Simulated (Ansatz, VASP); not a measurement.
# AlN: VASP beside Ansatz

```
Al N
1.0
     0.00000    2.18399    2.18399
     2.18399    0.00000    2.18399
     2.18399    2.18399    0.00000
Al N
1 1
Direct
  0.00000 0.00000 0.00000
  0.75000 0.75000 0.75000
```

Alike in both runs: task single point; functional PBE; k mesh 8 × 8 × 8; no spin polarisation.

|  | VASP | Ansatz |
| --- | --- | --- |
| version | VASP 6.6.1 | Ansatz 0.2.0 |
| potentials or method | VASP PAW PBE potentials, release 64 (Al, N), cutoff 520 eV | all-electron (LAPW or listed datasets) |
| occupations | gaussian, width 0.01 eV | fixed |

```tsv
	VASP	Ansatz	Ansatz less VASP
gap on the k mesh at the Fermi level (eV)	3.32	3.32	0.000
pressure (GPa)	4.6	4.8	+0.17
```

Ansatz ran all-electron here, and VASP with PAW potentials.
